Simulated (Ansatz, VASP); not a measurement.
**SiO2 in VASP and in Ansatz**

Contents of INCAR:

```
PREC = Accurate
ENCUT = 520
EDIFF = 1E-6
ISMEAR = 0
SIGMA = 0.05
LREAL = F
LASPH = T
NELM = 80
ALGO = Normal
ISIF = 2
LWAVE = F
LCHARG = F
NBANDS = 25
```

File KPOINTS:

```
Automatic mesh
0
Gamma
  6 6 10
```

File POSCAR:

```
SiO2
1.0
    4.0659984106      0.0000000000      0.0000000000
    0.0000000000      4.0659984106      0.0000000000
    0.0000000000      0.0000000000      2.3346962874
Si O
2 4
Direct
    0.5000000000      0.5000000000      0.5000000000
    0.0000000000      0.0000000000      0.0000000000
    0.6944252994      0.6944252994      0.0000000000
    0.1944252994      0.8055747006      0.5000000000
    0.3055747006      0.3055747006      0.0000000000
    0.8055747006      0.1944252994      0.5000000000
```

Input for Ansatz:

```yaml
crystal:
  lattice:
    - [4.0659984106, 0.0, 0.0]
    - [0.0, 4.0659984106, 0.0]
    - [0.0, 0.0, 2.3346962874]
  atoms:
    - { symbol: Si, position: [0.5, 0.5, 0.5] }
    - { symbol: Si, position: [0.0, 0.0, 0.0] }
    - { symbol: O, position: [0.6944252994, 0.6944252994, 0.0] }
    - { symbol: O, position: [0.1944252994, 0.8055747006, 0.5] }
    - { symbol: O, position: [0.3055747006, 0.3055747006, 0.0] }
    - { symbol: O, position: [0.8055747006, 0.1944252994, 0.5] }
basis:
  ecutwfc: 520.0
kpoints:
  mp_grid: { grid: [6, 6, 10] }
hamiltonian:
  xc: lda
  pseudopotentials: { kind: paw, azcp: { folder: soft_1 } }
scf:
  occupations: { method: gaussian, width: 0.05 }
output:
  forces: true
  stress: true
  eigenvalues: true
  write_density: true
  write_potential: true
  elf: true
  volumetric_format: npy
```

Alike in both runs: task single point; functional LDA; k mesh 6 × 6 × 10; occupations gaussian, width 0.05 eV; no spin polarisation.

|  | VASP | Ansatz |
| --- | --- | --- |
| version | VASP 6.6.1 | Ansatz 0.2.0 |
| potentials or method | VASP PAW LDA potentials, release 64 (Si, O), cutoff 520 eV | scalar-relativistic, plane waves, PAW |
| valence electrons in the cell | 32 | 32 |

```csv
,VASP,Ansatz,Ansatz less VASP
gap on the k mesh at the Fermi level (eV),9.06,9.09,+0.027
least direct gap on the mesh (eV),9.10,9.15,+0.052
rms of the force components (eV/Å),0.830,0.777,-0.0526
```

Ansatz warns that its potentials were made for another functional, while VASP's fit it. LDA's correlation is that of Perdew and Zunger in VASP and of Perdew and Wang (1992) in Ansatz. Atom by atom the forces differ by 0.053 eV/Å (rms over components).
